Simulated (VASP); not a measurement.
Here is a VASP 6.6.1 calculation.

File POSCAR:

```
MgO
1.0
    0.5123987481      2.3870283144      2.3870283144
    2.3870283144      0.5123987481      2.3870283144
    2.3870283144      2.3870283144      0.5123987481
Mg O
1 1
Direct
    0.0000000000      0.0000000000      0.0000000000
    0.5000000000      0.5000000000      0.5000000000
```

Contents of INCAR.step1:

```
PREC = Accurate ; ENCUT = 520
ISMEAR = 0 ; SIGMA = 0.05
LREAL = F ; LASPH = T
NELM = 100 ; NBANDS = 11
GGA = PE ; ALGO = Normal
EDIFF = 1E-4 ; LWAVE = T
LCHARG = F
```

INCAR.step2

```
PREC = Accurate ; ENCUT = 520
EDIFF = 1E-7 ; ISMEAR = 0
SIGMA = 0.05 ; LREAL = F
LASPH = T ; NELM = 100
ALGO = Normal ; ISIF = 2
LWAVE = F ; LCHARG = F
METAGGA = R2SCAN ; LMIXTAU = T
NBANDS = 11 ; ISTART = 1
```

Contents of KPOINTS:

```
regular mesh
0
Gamma
  10 10 10
```

Potentials or basis: VASP PAW PBE potentials, release 64 (Mg, O).

Launch:

```sh
$ cat potpaw_PBE.64/Mg/POTCAR potpaw_PBE.64/O/POTCAR > POTCAR
$ cp INCAR.step1 INCAR
$ mpirun -np 1 vasp_std > vasp.out
$ cp INCAR.step2 INCAR
$ mpirun -np 1 vasp_std > vasp.out
```

(1) What does it give for the band gap on the k mesh?

(2) Predict the pressure.

## Answers

(1) 1.17 eV, direct.

(2) 3.6 GPa.

Caveat: the PAW data sets were made with another functional, which shifts forces and pressure a little.
